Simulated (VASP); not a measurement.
## ScCdC4N4: relaxation of cell and atoms with PBE

ScCdC4N4:

```xyz
10
Lattice="6.1078 0.0000 0.0000 0.0000 6.1078 0.0000 0.0000 0.0000 6.1078" Properties=species:S:1:pos:R:3 pbc="T T T"
Sc    0.0000    0.0000    0.0000
Cd    3.0539    3.0539    3.0539
C     1.1674    1.1674    1.1674
C     1.1674    4.9404    4.9404
C     4.9404    1.1674    4.9404
C     4.9404    4.9404    1.1674
N     1.8429    1.8429    1.8429
N     1.8429    4.2649    4.2649
N     4.2649    1.8429    4.2649
N     4.2649    4.2649    1.8429
```

```json
{
  "Program": "VASP 6.6.1",
  "Task": "relaxation of cell and atoms",
  "Functional": "PBE",
  "Potentials or basis": "VASP PAW PBE potentials, release 64 (Sc_sv, Cd, C, N)",
  "Cutoff": "600 eV",
  "k mesh": "4 × 4 × 4",
  "Occupations": "gaussian, width 0.1 eV",
  "Spin": "no spin polarisation",
  "Dipole correction": "no",
  "Further INCAR settings": "ALGO = Normal; EDIFF = 1e-06; IBRION = 2; EDIFFG = -0.04; NSW = 90; ISIF = 3"
}
```

```yaml
Relaxed_volume: 27.55 Å³/atom
Relaxed_cell: a = 6.507 Å, b = 6.507 Å, c = 6.507 Å, α = 90.00°, β = 90.00°, γ = 90.00°
Space_group_after_relaxing_to_0.1_Å: P-43m (No. 215)
Energy_gained_by_relaxing: 159.6 meV/atom
Ionic_steps: 30
Pressure_after_relaxing: 0.0 GPa
Largest_force_after_relaxing: 0.037 eV/Å
Band_gap_on_the_k_mesh: zero (an odd number of electrons rules out a gap without spin polarisation)
```

Forces on the atoms (eV/Å):
```
Sc   0.000  0.000  0.000
Cd   0.000  0.000  0.000
C   -0.016 -0.016 -0.016
C   -0.016  0.016  0.016
C    0.016 -0.016  0.016
C    0.016  0.016 -0.016
N   -0.022 -0.022 -0.022
N   -0.022  0.022  0.022
N    0.022 -0.022  0.022
N    0.022  0.022 -0.022
```

The path:
| step | energy change (eV) | largest force (eV/Å) | pressure (GPa) | volume (Å³) |
| --- | --- | --- | --- | --- |
| 1 | 0.0000 | 2.4691 | 9.34 | 227.85 |
| 2 | -0.4157 | 9.5849 | 7.18 | 274.52 |
| 3 | -0.9733 | 5.0179 | 7.25 | 252.65 |
| 4 | -1.5398 | 0.9207 | 1.39 | 268.99 |
| 5 | -1.5709 | 0.6343 | -0.16 | 274.35 |
| 6 | -1.5708 | 0.5539 | -0.04 | 273.91 |
| 7 | -1.5768 | 0.3942 | -0.08 | 275.03 |
| 8 | -1.5826 | 0.2897 | -0.15 | 277.66 |
| 9 | -1.5848 | 0.1510 | -0.29 | 278.07 |
| 10 | -1.5863 | 0.3071 | -0.54 | 278.80 |
| 11 | -1.5876 | 0.2469 | -0.51 | 278.87 |
| 12 | -1.5903 | 0.0654 | -0.42 | 279.09 |
| 13 | -1.5893 | 0.3000 | -0.24 | 279.51 |
| 14 | -1.5909 | 0.1359 | -0.35 | 279.25 |
| 15 | -1.5917 | 0.0805 | -0.36 | 279.06 |
| 16 | -1.5932 | 0.0828 | -0.40 | 278.51 |
| 17 | -1.5919 | 0.4062 | -0.47 | 277.41 |
| 18 | -1.5934 | 0.1684 | -0.42 | 278.21 |
| 19 | -1.5941 | 0.1228 | -0.34 | 277.91 |
| 20 | -1.5949 | 0.0718 | -0.14 | 277.13 |
| 21 | -1.5949 | 0.0781 | -0.14 | 277.11 |
| 22 | -1.5950 | 0.0637 | -0.13 | 276.99 |
| 23 | -1.5953 | 0.0529 | -0.12 | 276.64 |
| 24 | -1.5954 | 0.1387 | -0.10 | 275.95 |
| 25 | -1.5955 | 0.1098 | -0.10 | 276.18 |
| 26 | -1.5956 | 0.0790 | -0.07 | 276.01 |
| 27 | -1.5957 | 0.0726 | 0.05 | 275.58 |
| 28 | -1.5957 | 0.0550 | 0.02 | 275.69 |
| 29 | -1.5957 | 0.0484 | 0.02 | 275.64 |
| 30 | -1.5959 | 0.0373 | 0.02 | 275.51 |

Final structure:
```cif
data_structure
_symmetry_space_group_name_H-M 'P 1'
_symmetry_Int_Tables_number 1
_cell_length_a 6.5070
_cell_length_b 6.5070
_cell_length_c 6.5070
_cell_angle_alpha 90.000
_cell_angle_beta 90.000
_cell_angle_gamma 90.000
_cell_volume 275.51
loop_
_atom_site_label
_atom_site_type_symbol
_atom_site_fract_x
_atom_site_fract_y
_atom_site_fract_z
_atom_site_occupancy
Sc1 Sc 0.00000 0.00000 0.00000 1
Cd1 Cd 0.50000 0.50000 0.50000 1
C1 C 0.20175 0.20175 0.20175 1
C2 C 0.20175 0.79825 0.79825 1
C3 C 0.79825 0.20175 0.79825 1
C4 C 0.79825 0.79825 0.20175 1
N1 N 0.30591 0.30591 0.30591 1
N2 N 0.30591 0.69409 0.69409 1
N3 N 0.69409 0.30591 0.69409 1
N4 N 0.69409 0.69409 0.30591 1
```

Levels at points of the mesh, in eV from the Fermi level:
| k point | band 26 | band 27 | band 28 | band 29 | band 30 | band 31 | band 32 | band 33 |
| --- | --- | --- | --- | --- | --- | --- | --- | --- |
| (0.00, 0.00, 0.00) | -5.49 | -5.09 | -5.09 | -5.09 | 0.05 | 0.05 | 0.35 | 0.35 |
| (0.50, 0.00, 0.00) | -5.52 | -5.33 | -5.08 | -5.08 | 0.01 | 0.09 | 0.47 | 0.63 |
| (0.50, 0.50, 0.00) | -5.44 | -5.37 | -5.09 | -5.09 | -0.02 | 0.13 | 0.65 | 0.65 |
| (0.50, 0.50, 0.50) | -5.42 | -5.18 | -5.18 | -5.18 | 0.08 | 0.08 | 0.58 | 0.58 |

Run time: 28 min on 1 thread of Intel(R) Xeon(R) Platinum 8375C CPU @ 2.90GHz (Ice Lake) (shared host), peak memory 0.43 GiB.

Caveat: the volume moved by over 15 % at a fixed basis, so the end points are rough; an odd number of electrons without spin polarisation forces a metal; a magnetic or distorted state may lie lower.
